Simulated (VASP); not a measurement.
# Cd3SeS2 (P6/mmm) in VASP: single point with PBE

Aim: the single point of Cd3SeS2 with PBE.

Everything below comes from runs of VASP 6.6.1. Logs are shortened: lines on timing, memory, paths and dates and some standing lists are left out, and cuts for length are marked.

## Step 1: The cell of the first run

It takes space group P6/mmm (No. 191, hexagonal). The conventional cell has a = 6.590 Å, b = 6.590 Å, c = 3.701 Å, α = 90.00°, β = 90.00°, γ = 120.00°. Cd (site symmetry mmm) has 4 S at 2.65 Å and 4 Cd at 3.29 Å within 3.5 Å. Within 4.9 Å of Se (site symmetry 6/mmm) lie 2 Se at 3.70 Å and 12 Cd at 3.78 Å and 6 S at 3.80 Å. S (site symmetry -6m2) has 6 Cd at 2.65 Å within 3.5 Å.

## Step 2: Single point, PBE

File INCAR:

```
ALGO = Normal ; EDIFF = 1E-6
ENCUT = 520 ; GGA = PE
ISIF = 2 ; ISMEAR = 0
LASPH = True ; LCHARG = False
LREAL = False ; LWAVE = False
NBANDS = 36 ; NELM = 100
PREC = Accurate ; SIGMA = 0.1
```

File KPOINTS:

```
k-points
0
Gamma
  3 3 6
```

File POSCAR:

```
Cd3SeS2
1.0
    6.5899317100      0.0000000000      0.0000000000
   -3.2949658600      5.7070482700      0.0000000000
    0.0000000000      0.0000000000      3.7014753500
Cd Se S
3 1 2
Direct
    0.5000000000      0.0000000000      0.5000000000
    0.5000000000      0.5000000000      0.5000000000
    0.0000000000      0.5000000000      0.5000000000
    0.0000000000      0.0000000000      0.0000000000
    0.3333333300      0.6666666700      0.0000000000
    0.6666666700      0.3333333300      0.0000000000
```

Potentials or basis: VASP PAW PBE potentials, release 64 (Cd, Se, S).

Started as:

```sh
cat potpaw_PBE.64/Cd/POTCAR potpaw_PBE.64/Se/POTCAR potpaw_PBE.64/S/POTCAR > POTCAR
mpirun -np 1 vasp_std > vasp.out
```

OUTCAR:

```text
EDIFF = 1E-6
   ENCUT = 520
   GGA = PE
   ISIF = 2
   ISMEAR = 0
   LASPH = True
   LREAL = False
   NELM = 100
   PREC = Accurate

 ion  position               nearest neighbor table
   1  0.500  0.000  0.500-   5 2.65   6 2.65   5 2.65   6 2.65   3 3.29   3 3.29   2 3.29   2 3.29

   2  0.500  0.500  0.500-   5 2.65   6 2.65   5 2.65   6 2.65   3 3.29   3 3.29   1 3.29   1 3.29

   3  0.000  0.500  0.500-   5 2.65   6 2.65   5 2.65   6 2.65   1 3.29   1 3.29   2 3.29   2 3.29

   4  0.000  0.000  0.000-
   5  0.333  0.667  0.000-   3 2.65   3 2.65   1 2.65   1 2.65   2 2.65   2 2.65
   6  0.667  0.333  0.000-   3 2.65   3 2.65   1 2.65   1 2.65   2 2.65   2 2.65

  LATTYP: Found a hexagonal cell.
 ALAT       =     6.5899317100
 C/A-ratio  =     0.5616864503

  Lattice vectors:

 A1 = (   6.5899317100,   0.0000000000,   0.0000000000)
 A2 = (  -3.2949658600,   5.7070482700,   0.0000000000)
 A3 = (   0.0000000000,   0.0000000000,   3.7014753500)

Analysis of symmetry for initial positions (statically):
=====================================================================
 Subroutine PRICEL returns:
 Original cell was already a primitive cell.

 Routine SETGRP: Setting up the symmetry group for a
 hexagonal supercell.

 Subroutine GETGRP returns: Found 24 space group operations
 (whereof 24 operations were pure point group operations)
 out of a pool of 24 trial point group operations.

The static configuration has the point symmetry D_6h.

Analysis of symmetry for dynamics (positions and initial velocities):
=====================================================================
 Subroutine PRICEL returns:
 Original cell was already a primitive cell.

 Routine SETGRP: Setting up the symmetry group for a
 hexagonal supercell.

 Subroutine GETGRP returns: Found 24 space group operations
 (whereof 24 operations were pure point group operations)
 out of a pool of 24 trial point group operations.

The dynamic configuration has the point symmetry D_6h.

 Subroutine INISYM returns: Found 24 space group operations
 (whereof 24 operations are pure point group operations),
 and found     1 'primitive' translations

----------------------------------------------------------------------------------------

                                     Primitive cell

  volume of cell :     139.2090
[... 84 lines left out ...]
   EDIFF  = 0.1E-05   stopping-criterion for ELM
   LREAL  =      F    real-space projection
   EDIFFG = 0.1E-04   stopping-criterion for IOM
   NSW    =      0    number of steps for IOM
   IBRION =     -1    ionic relax: 0-MD 1-quasi-New 2-CG
   NFREE  =      0    steps in history (QN), initial steepest desc. (CG)
   ISIF   =      2    stress and relaxation
   ISYM   =      2    0-nonsym 1-usesym 2-fastsym
   POTIM  = 0.5000    time-step for ionic-motion
   TEBEG  =    0.0;   TEEND  =   0.0 temperature during run
   PSTRESS=    0.0 pullay stress
   NELECT =      54.0000    total number of electrons
   NUPDOWN=      -1.0000    fix difference up-down
   EMIN   =  10.00;   EMAX   =-10.00  energy-range for DOS
   EFERMI =   0.00;   METHOD = LEGACY
   ISMEAR =     0;   SIGMA  =   0.10  broadening in eV -4-tet -1-fermi 0-gaus
   EFERMI_NEDOS =   21; number of points for ismear=-14 and -15
   IALGO  =     38    algorithm
   IMIX   =      4    mixing-type and parameters
     AMIX     =   0.40;   BMIX     =  1.00
     AMIX_MAG =   1.60;   BMIX_MAG =  1.00
  volume/ion in A,a.u.               =      23.20       156.57
  Fermi-wavevector in a.u.,A,eV,Ry     =   1.193943  2.256225 19.395108  1.425500
  Thomas-Fermi vector in A             =   2.329945
   LORBIT       =      0    0 simple, 1 ext, 2 COOP (PROOUT), +10 PAW based schemes
   GGA     = PE    functional components
   LHFCALC =     F    Hartree Fock is set to
   AEXX    =    0.0000 exact exchange contribution
   IVDW    =     0    specifies the selected vdW correction
   LEPSILON=     F    determine dielectric tensor
   LRPA    =     F    only Hartree local field effects (RPA)
 non-spin polarized calculation
 Gauss-broadening in eV      SIGMA  =   0.10
  energy-cutoff  :      520.00
  volume of cell :      139.21
 maximum number of plane-waves:      3794
 NGX is ok and might be reduce to    50
   NGX = 25   NGY = 25   NGZ = 13

 number of electron      53.9999989 magnetization

 Free energy of the ion-electron system (eV)
  ---------------------------------------------------
  ext. energy  EPLUGINS =         0.00000000
  ---------------------------------------------------
  free energy    TOTEN  =       -13.85600483 eV

  energy without entropy =      -13.84864495  energy(sigma->0) =      -13.85232489

 E-fermi :   2.9179     XC(G=0):  -9.8978

 val. band max:        2.8231844084   @ k =   0.3333   0.0000   0.5000
 cond. band min:       2.9959231517   @ k =   0.0000   0.0000   0.5000
 fundamental gap:      0.1727387432
 Fermi energy:         2.9178786902

 k-point     1 :       0.0000    0.0000    0.0000
  band No.  band energies     occupation
      1     -11.3897      2.00000
      2     -10.4050      2.00000
      3      -8.3323      2.00000
      4      -6.7588      2.00000
      5      -6.5094      2.00000
      6      -6.4242      2.00000
[... 457 lines left out ...]
     35       8.3876      0.00000
     36       8.3900      0.00000

------------------------ aborting loop because EDIFF is reached ----------------------------------------

  FORCE on cell =-STRESS in cart. coord.  units (eV):
  Direction    XX          YY          ZZ          XY          YZ          ZX
  --------------------------------------------------------------------------------------
  -------------------------------------------------------------------------------------
  Total        3.5850462      3.5850462     -1.5663717     -0.0000000     -0.0000000      0.0000000
  in kB       41.2608359     41.2608359    -18.0276072     -0.0000000     -0.0000000      0.0000000
  external PRESSURE =      21.4980215 kB  Pullay stress =       0.0000000 kB

 VOLUME and BASIS-vectors are now :
 -----------------------------------------------------------------------------
  energy-cutoff  :      520.00
  volume of cell :      139.21
      direct lattice vectors                 reciprocal lattice vectors
     6.589931710  0.000000000  0.000000000     0.151746641  0.087610964  0.000000000
    -3.294965860  5.707048270  0.000000000     0.000000000  0.175221928  0.000000000
     0.000000000  0.000000000  3.701475350     0.000000000  0.000000000  0.270162545

 POSITION                                       TOTAL-FORCE (eV/Angst)
 -----------------------------------------------------------------------------------
      3.29497      0.00000      1.85074        -0.000000      0.000000     -0.000000
      1.64748      2.85352      1.85074        -0.000000      0.000000     -0.000000
     -1.64748      2.85352      1.85074        -0.000000      0.000000     -0.000000
      0.00000      0.00000      0.00000        -0.000000      0.000000     -0.000000
     -0.00000      3.80470      0.00000        -0.000000      0.000000      0.000000
      3.29497      1.90235      0.00000         0.000000      0.000000     -0.000000
 -----------------------------------------------------------------------------------
    total drift:                               -0.000000      0.000000      0.000000

  FREE ENERGIE OF THE ION-ELECTRON SYSTEM (eV)
  ---------------------------------------------------
  free  energy   TOTEN  =       -13.8560048328 eV

  energy  without entropy=      -13.8486449460  energy(sigma->0) =      -13.85232489
```

Run time: 30 s. Hardware: 1 thread of Intel Xeon 6975P-C (Granite Rapids), shared host; peak memory 0.28 GiB.

Results:

```yaml
Free_energy: -13.8560 eV
Pressure: 2.1 GPa
Band_gap_on_the_k_mesh: zero (band 27 reaches 3.55 eV, above the bottom of band 28 at 2.78 eV)
```

Stress tensor (GPa, compression positive):
```
 4.13  0.00  0.00
 0.00  4.13  0.00
 0.00  0.00 -1.80
```

Caveat: the k points lie up to 0.37 Å⁻¹ apart.
